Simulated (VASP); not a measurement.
# Cu3O2 (P6/mmm) in VASP: relaxation of cell and atoms with PBE

Aim: the relaxation of cell and atoms of Cu3O2 with PBE.

Everything below comes from runs of VASP 6.6.1. Logs are shortened: lines on timing, memory, paths and dates and some standing lists are left out, and cuts for length are marked.

### Step 1. The cell of the first run

It takes space group P6/mmm (No. 191, hexagonal). Conventional cell: a = 3.954 Å, b = 3.954 Å, c = 4.268 Å, α = 90.00°, β = 90.00°, γ = 120.00°. Within 2.6 Å of Cu (site symmetry mmm) lie 4 Cu at 1.98 Å and 4 O at 2.06 Å. Within 1.5 Å of O (site symmetry 6mm) lie 1 O at 1.14 Å.

The cell was generated, and may not be a known phase.

### Step 2. Relaxation of cell and atoms, PBE, collinear spin

The input, INCAR:

```
SYSTEM = Cu3O2
  PREC = Accurate
  ENCUT = 600
  EDIFF = 1E-6
  ISMEAR = 0
  SIGMA = 0.1
  LREAL = .False.
  LASPH = .True.
  NELM = 150
  ALGO = Normal
  ISIF = 3
  LWAVE = .False.
  LCHARG = .False.
  ISPIN = 2
  MAGMOM = 1 1 -1 0 0
  LORBIT = 11
  LMAXMIX = 4
  GGA = PE
  IBRION = 2
  NSW = 90
  EDIFFG = -0.04
```

The input, KPOINTS:

```
regular mesh
0
Gamma
  6 6 4
  0 0 0
```

The input, POSCAR:

```
Cu3O2
1.0
    3.9536828800      0.0000000000      0.0000000000
   -1.9768414400      3.4239898100      0.0000000000
    0.0000000000      0.0000000000      4.2684724400
Cu O
3 2
Direct
    0.5000000000      0.0000000000      0.0000000000
    0.0000000000      0.5000000000      0.0000000000
    0.5000000000      0.5000000000      0.0000000000
    0.0000000000      0.0000000000      0.1336748200
    0.0000000000      0.0000000000      0.8663251800
```

Potentials or basis: VASP PAW PBE potentials, release 64 (Cu, O).

Launch:

```bash
cat potpaw_PBE.64/Cu/POTCAR potpaw_PBE.64/O/POTCAR > POTCAR
mpirun -np 1 vasp_std > vasp.out
```

OUTCAR:

```text
SYSTEM = Cu3O2
   PREC = Accurate
   ENCUT = 600
   EDIFF = 1E-6
   ISMEAR = 0
   LREAL = .False.
   LASPH = .True.
   NELM = 150
   ISIF = 3
   ISPIN = 2
   LORBIT = 11
   GGA = PE
   IBRION = 2
   NSW = 90
   EDIFFG = -0.04

 ion  position               nearest neighbor table
   1  0.500  0.000  0.000-   2 1.98   3 1.98   3 1.98   2 1.98   4 2.06   4 2.06   5 2.06   5 2.06

   2  0.000  0.500  0.000-   1 1.98   1 1.98   3 1.98   3 1.98   4 2.06   5 2.06   4 2.06   5 2.06

   3  0.500  0.500  0.000-   1 1.98   1 1.98   2 1.98   2 1.98   4 2.06   5 2.06   4 2.06   5 2.06

   4  0.000  0.000  0.134-   5 1.14   3 2.06   2 2.06   2 2.06   3 2.06   1 2.06   1 2.06
   5  0.000  0.000  0.866-   4 1.14   3 2.06   2 2.06   2 2.06   3 2.06   1 2.06   1 2.06

  LATTYP: Found a hexagonal cell.
 ALAT       =     3.9536828800
 C/A-ratio  =     1.0796193245

  Lattice vectors:

 A1 = (   3.9536828800,   0.0000000000,   0.0000000000)
 A2 = (  -1.9768414400,   3.4239898100,   0.0000000000)
 A3 = (   0.0000000000,   0.0000000000,   4.2684724400)

Analysis of symmetry for initial positions (statically):
=====================================================================
 Subroutine PRICEL returns:
 Original cell was already a primitive cell.

 Routine SETGRP: Setting up the symmetry group for a
 hexagonal supercell.

 Subroutine GETGRP returns: Found 24 space group operations
 (whereof 24 operations were pure point group operations)
 out of a pool of 24 trial point group operations.

The static configuration has the point symmetry D_6h.

Analysis of symmetry for dynamics (positions and initial velocities):
=====================================================================
 Subroutine PRICEL returns:
 Original cell was already a primitive cell.

 Routine SETGRP: Setting up the symmetry group for a
 hexagonal supercell.

 Subroutine GETGRP returns: Found 24 space group operations
 (whereof 24 operations were pure point group operations)
 out of a pool of 24 trial point group operations.

The dynamic configuration has the point symmetry D_6h.

Analysis of structural, dynamic, and magnetic symmetry:
=====================================================================
 Subroutine PRICEL returns:
 Original cell was already a primitive cell.

 Routine SETGRP: Setting up the symmetry group for a
 hexagonal supercell.

 Subroutine GETGRP returns: Found  8 space group operations
 (whereof  8 operations were pure point group operations)
 out of a pool of 24 trial point group operations.

The overall configuration has the point symmetry D_2h.

 Subroutine INISYM returns: Found  8 space group operations
 (whereof  8 operations are pure point group operations),
 and found     1 'primitive' translations

----------------------------------------------------------------------------------------

                                     Primitive cell

  volume of cell :      57.7839

  direct lattice vectors                    reciprocal lattice vectors
     3.953682880  0.000000000  0.000000000     0.252928733  0.146028472  0.000000000
    -1.976841440  3.423989810  0.000000000     0.000000000  0.292056944  0.000000000
     0.000000000  0.000000000  4.268472440     0.000000000  0.000000000  0.234275848

  length of vectors
     3.953682880  3.953682878  4.268472440     0.292056944  0.292056944  0.234275848

  position of ions in fractional coordinates (direct lattice)
     0.500000000  0.000000000  0.000000000
     0.000000000  0.500000000  0.000000000
     0.500000000  0.500000000  0.000000000
     0.000000000  0.000000000  0.133674820
     0.000000000  0.000000000  0.866325180

  ion indices of the primitive-cell ions
   primitive index   ion index
                 1           1
                 2           2
                 3           3
                 4           4
                 5           5

----------------------------------------------------------------------------------------

 KPOINTS: regular mesh

Automatic generation of k-mesh.
 Grid dimensions read from file:
 generate k-points for:    6    6    4

 Generating k-lattice:

  Cartesian coordinates                     Fractional coordinates (reciprocal lattice)
     0.042154789  0.024338079  0.000000000     0.166666667  0.000000000  0.000000000
     0.000000000  0.048676157  0.000000000     0.000000000  0.166666667  0.000000000
     0.000000000  0.000000000  0.058568962     0.000000000  0.000000000  0.250000000

  Length of vectors
     0.048676157  0.048676157  0.058568962

  Shift w.r.t. Gamma in fractional coordinates (k-lattice)
     0.000000000  0.000000000  0.000000000

 Subroutine IBZKPT returns following result:
 ===========================================

 Found     39 irreducible k-points:

 Following reciprocal coordinates:
            Coordinates               Weight
  0.000000  0.000000  0.000000      1.000000
  0.166667  0.000000  0.000000      4.000000
 -0.166667  0.166667  0.000000      2.000000
  0.333333  0.000000  0.000000      4.000000
 -0.333333  0.333333  0.000000      2.000000
  0.500000  0.000000  0.000000      2.000000
[... 16 lines left out ...]
  0.333333  0.166667  0.250000      8.000000
 -0.166667  0.500000  0.250000      8.000000
 [... further k-points ...]
   k-points           NKPTS =     39   k-points in BZ     NKDIM =     39   number of bands    NBANDS=     28
   number of dos      NEDOS =    301   number of ions     NIONS =      5
   total plane-waves  NPLWV =  36864
   dimension x,y,z NGX =    32 NGY =   32 NGZ =   36
   dimension x,y,z NGXF=    64 NGYF=   64 NGZF=   72
   ions per type =               3   2
   NGX,Y,Z   is equivalent  to a cutoff of  13.46, 13.46, 14.02 a.u.
   NGXF,Y,Z  is equivalent  to a cutoff of  26.91, 26.91, 28.04 a.u.
 SYSTEM =  Cu3O2
   PREC   = accura    normal or accurate (medium, high low for compatibility)
   ISTART =      0    job   : 0-new  1-cont  2-samecut
   ICHARG =      2    charge: 1-file 2-atom 10-const
   ISPIN  =      2    spin polarized calculation?
   LNONCOLLINEAR =      F non collinear calculations
   LSORBIT =      F    spin-orbit coupling
   LASPH  =      T    aspherical Exc in radial PAW
   ENCUT  =  600.0 eV  44.10 Ry    6.64 a.u.   7.90  7.90  8.53*2*pi/ulx,y,z
   NELM   =    150;   NELMIN=  2; NELMDL= -5     # of ELM steps
   EDIFF  = 0.1E-05   stopping-criterion for ELM
   LREAL  =      F    real-space projection
   EDIFFG = -.4E-01   stopping-criterion for IOM
   NSW    =     90    number of steps for IOM
   IBRION =      2    ionic relax: 0-MD 1-quasi-New 2-CG
   NFREE  =      1    steps in history (QN), initial steepest desc. (CG)
   ISIF   =      3    stress and relaxation
   ISYM   =      2    0-nonsym 1-usesym 2-fastsym
   POTIM  = 0.5000    time-step for ionic-motion
   TEBEG  =    0.0;   TEEND  =   0.0 temperature during run
   PSTRESS=    0.0 pullay stress
   NELECT =      45.0000    total number of electrons
   NUPDOWN=      -1.0000    fix difference up-down
   EMIN   =  10.00;   EMAX   =-10.00  energy-range for DOS
   EFERMI =   0.00;   METHOD = LEGACY
   ISMEAR =     0;   SIGMA  =   0.10  broadening in eV -4-tet -1-fermi 0-gaus
   EFERMI_NEDOS =   21; number of points for ismear=-14 and -15
   IALGO  =     38    algorithm
   IMIX   =      4    mixing-type and parameters
     AMIX     =   0.40;   BMIX     =  1.00
     AMIX_MAG =   1.60;   BMIX_MAG =  1.00
  volume/ion in A,a.u.               =      11.56        77.99
  Fermi-wavevector in a.u.,A,eV,Ry     =   1.506180  2.846267 30.865861  2.268577
  Thomas-Fermi vector in A             =   2.616931
   LORBIT       =     11    0 simple, 1 ext, 2 COOP (PROOUT), +10 PAW based schemes
   GGA     = PE    functional components
   LHFCALC =     F    Hartree Fock is set to
   AEXX    =    0.0000 exact exchange contribution
   IVDW    =     0    specifies the selected vdW correction
   LEPSILON=     F    determine dielectric tensor
   LRPA    =     F    only Hartree local field effects (RPA)
 conjugate gradient relaxation of ions
 spin polarized calculation
 Gauss-broadening in eV      SIGMA  =   0.10
  energy-cutoff  :      600.00
  volume of cell :       57.78
 maximum number of plane-waves:      1952
   NGX = 15   NGY = 15   NGZ = 17

--------------------------------------- Ionic step        1  -------------------------------------------

 number of electron      44.9999956 magnetization       0.2846660

 Free energy of the ion-electron system (eV)
  ---------------------------------------------------
  ext. energy  EPLUGINS =         0.00000000
  ---------------------------------------------------
  free energy    TOTEN  =        -5.96873471 eV

  energy without entropy =       -5.95147631  energy(sigma->0) =       -5.96010551

 E-fermi :   5.7013     XC(G=0): -10.6839

 val. band max:        5.6907838434   @ k =   0.5000   0.5000   0.2500
 cond. band min:       5.7150052236   @ k =   0.1667   0.1667   0.2500
 fundamental gap:      0.0242213803
 Fermi energy:         5.7012572036

 spin component 1

 k-point     1 :       0.0000    0.0000    0.0000
  band No.  band energies     occupation
      1     -26.0516      1.00000
      2      -9.9934      1.00000
      3      -5.9119      1.00000
      4      -5.9119      1.00000
      5      -4.6585      1.00000
      6      -2.5935      1.00000
[... 1521 lines left out ...]
--------------------------------------- Ionic step        2  -------------------------------------------

 number of electron      44.9999857 magnetization       0.0586518

 number of electron      44.9999854 magnetization      -0.4131396

------------------------ aborting loop EDIFF was not reached (unconverged)  ----------------------------

  FORCE on cell =-STRESS in cart. coord.  units (eV):
  Direction    XX          YY          ZZ          XY          YZ          ZX
  --------------------------------------------------------------------------------------
  -------------------------------------------------------------------------------------
  Total      -31.1964241    -30.4573792    274.4794853      0.6400315      0.0000000      0.0000000
  in kB     -300.2268734   -293.1144838   2641.5244744      6.1595094      0.0000000      0.0000000
  external PRESSURE =     682.7277057 kB  Pullay stress =       0.0000000 kB

 VOLUME and BASIS-vectors are now :
 -----------------------------------------------------------------------------
  energy-cutoff  :      600.00
  volume of cell :      166.48
      direct lattice vectors                 reciprocal lattice vectors
     5.901450095 -0.000004026  0.000000000     0.169449945  0.097832126  0.000000000
    -2.950728534  5.110803682  0.000000000     0.000000133  0.195664020  0.000000000
     0.000000000  0.000000000  5.519732958     0.000000000  0.000000000  0.181168185
[... 3059 lines left out ...]
     27       7.0467      0.00000
     28       8.4706      0.00000

 [... further k-points ...]

[... ionic steps 4 to 20 ...]

--------------------------------------- Ionic step       21  -------------------------------------------

 number of electron      44.9999958 magnetization       0.0000002

 number of electron      44.9999958 magnetization      -0.0000000

------------------------ aborting loop because EDIFF is reached ----------------------------------------

  FORCE on cell =-STRESS in cart. coord.  units (eV):
  Direction    XX          YY          ZZ          XY          YZ          ZX
  --------------------------------------------------------------------------------------
  -------------------------------------------------------------------------------------
  Total       -0.2851281     -0.2841707     -0.2057753      0.0008291      0.0000000      0.0000000
  in kB       -6.3842082     -6.3627716     -4.6074461      0.0185646      0.0000000      0.0000000
  external PRESSURE =      -5.7848086 kB  Pullay stress =       0.0000000 kB
[... 67 lines left out ...]
--------------------------------------- Ionic step       23  -------------------------------------------

 number of electron      44.9999949 magnetization       0.0000001

 number of electron      44.9999949 magnetization      -0.0000001

 Free energy of the ion-electron system (eV)
  ---------------------------------------------------
  ext. energy  EPLUGINS =         0.00000000
  ---------------------------------------------------
  free energy    TOTEN  =       -17.79069268 eV

  energy without entropy =      -17.78256034  energy(sigma->0) =      -17.78662651

 E-fermi :   3.0116     XC(G=0): -10.2956

 val. band max:        2.8920668398   @ k =  -0.1667   0.3333   0.0000
 cond. band min:       3.0761784534   @ k =   0.3333   0.1667   0.0000
 fundamental gap:      0.1841116136
 Fermi energy:         3.0116337086

 spin component 1

 k-point     1 :       0.0000    0.0000    0.0000
  band No.  band energies     occupation
      1     -21.3291      1.00000
      2     -10.9880      1.00000
      3      -5.8430      1.00000
      4      -3.4116      1.00000
      5      -3.4116      1.00000
      6      -1.9587      1.00000
[... 643 lines left out ...]
 k-point    22 :      -0.1667    0.3333    0.2500
  band No.  band energies     occupation
      1     -21.2404      1.00000
      2     -11.8135      1.00000
      3      -4.2451      1.00000
      4      -3.5043      1.00000
      5      -3.3153      1.00000
      6      -1.1658      1.00000
      7       0.1062      1.00000
      8       0.3445      1.00000
      9       0.4
```

Run time: 62 min. Hardware: 1 thread of Intel Xeon Platinum 8259CL at 2.50GHz (Skylake/Cascade Lake), shared host; peak memory 0.31 GiB.

What came out:

- Free energy: -17.7907 eV
- Relaxed volume: 14.28 Å³/atom
- Relaxed cell: a = 4.761 Å, b = 4.761 Å, c = 3.638 Å, α = 90.00°, β = 90.00°, γ = 120.00°
- Space group after relaxing (to 0.1 Å): P6/mmm (No. 191)
- Pressure after relaxing: 0.0 GPa
- Largest force after relaxing: 0.015 eV/Å
- Net moment: 0.00 μB per cell
- Valence electrons inside the program's atomic spheres: Cu 9.89; O 4.88

Forces in eV/Å, atoms in the order of the input:
```
Cu   0.000  0.000  0.000
Cu   0.000  0.000  0.000
Cu   0.000  0.000  0.000
O    0.000  0.000  0.015
O    0.000  0.000 -0.015
```

Final structure:
```
Cu O
1.0
     4.76101    0.00002    0.00000
    -2.38049    4.12316    0.00000
     0.00000    0.00000    3.63758
Cu O
3 2
Cartesian
  2.3805 0.0000 0.0000
  -1.1902 2.0616 0.0000
  1.1903 2.0616 0.0000
  0.0000 0.0000 1.1596
  0.0000 0.0000 2.4780
```

Levels at points of the mesh, in eV from the Fermi level:
Spin up:
```csv
k point,band 20,band 21,band 22,band 23,band 24,band 25,band 26,band 27
"(0.00, 0.00, 0.00)",-0.94,-0.23,0.28,0.28,1.70,5.40,5.40,6.26
"(0.50, 0.00, 0.00)",-0.95,-0.92,-0.72,-0.45,0.14,4.49,4.75,8.67
"(0.50, 0.50, 0.00)",-0.95,-0.92,-0.72,-0.45,0.14,4.49,4.75,8.67
"(0.00, 0.00, 0.50)",-0.89,-0.89,-0.84,-0.23,0.47,2.79,5.95,7.19
"(0.50, 0.00, 0.50)",-0.99,-0.94,-0.26,0.17,1.79,3.03,3.89,4.50
"(0.50, 0.50, 0.50)",-0.99,-0.94,-0.26,0.17,1.79,3.03,3.89,4.50
```
Spin down:
```csv
k point,band 19,band 20,band 21,band 22,band 23,band 24,band 25,band 26,band 27,band 28
"(0.00, 0.00, 0.00)",-0.94,-0.94,-0.23,0.28,0.28,1.70,5.40,5.40,6.26,6.26
"(0.50, 0.00, 0.00)",-0.98,-0.95,-0.92,-0.72,-0.45,0.14,4.49,4.75,8.67,8.78
"(0.50, 0.50, 0.00)",-0.98,-0.95,-0.92,-0.72,-0.45,0.14,4.49,4.75,8.67,8.78
"(0.00, 0.00, 0.50)",-0.96,-0.89,-0.89,-0.84,-0.23,0.47,2.79,5.95,7.19,7.19
"(0.50, 0.00, 0.50)",-1.25,-0.99,-0.94,-0.26,0.17,1.79,3.03,3.89,4.50,6.39
"(0.50, 0.50, 0.50)",-1.25,-0.99,-0.94,-0.26,0.17,1.79,3.03,3.89,4.50,6.39
```

Caveat: the k points lie up to 0.43 Å⁻¹ apart in the final cell; the standard files for N, O and F lose accuracy on very short bonds; the volume moved by over 15 % at a fixed basis, so the end points are rough. With open d or f shells a metallic result of PBE can be an artefact of self-interaction; +U or a hybrid may open a gap.
